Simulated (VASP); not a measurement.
A run of VASP 6.6.1 is set up as follows.

The input INCAR:

```
SYSTEM = Zn
PREC = Accurate ; ENCUT = 520
EDIFF = 1E-7 ; ISMEAR = 0
SIGMA = 0.15 ; LREAL = .False.
LASPH = .True. ; NELM = 60
ALGO = Fast ; ISIF = 2
LWAVE = .False. ; LCHARG = .False.
GGA = PS ; NBANDS = 19
```

The input KPOINTS:

```
regular mesh
0
Gamma
  24 24 10
  0 0 0
```

The input POSCAR:

```
Zn
1.0
    2.6647980532      0.0000000000      0.0000000000
   -1.3323990266      2.3770162943      0.0000000000
    0.0000000000      0.0000000000      4.9467000000
Zn
2
Direct
    0.3333333333      0.6666666667      0.2500000000
    0.6666666667      0.3333333333      0.7500000000
```

Potentials or basis: VASP PAW PBE potentials, release 64 (Zn).

Command:

```console
$ cat potpaw_PBE.64/Zn/POTCAR > POTCAR
$ mpirun -np 1 vasp_std > vasp.out
```

Q: What does it give for the largest force?

A: 0.022 eV/Å.

Q: What does it give for the pressure?

A: -6.6 GPa.

Q: Predict the band gap on the k mesh.

A: Zero (bands 12 and 13 overlap by 4.47 eV).

Stress tensor (GPa, compression positive):
```
-6.44  0.00  0.00
 0.00 -8.47  0.00
 0.00  0.00 -4.86
```

Caveat: the cell differs from its parent crystal (strain +0.0300 x Voigt [0, 1, 0, 0, 0, 0]); the cell stands under tension; the PAW data sets were made with another functional, which shifts forces and pressure a little.
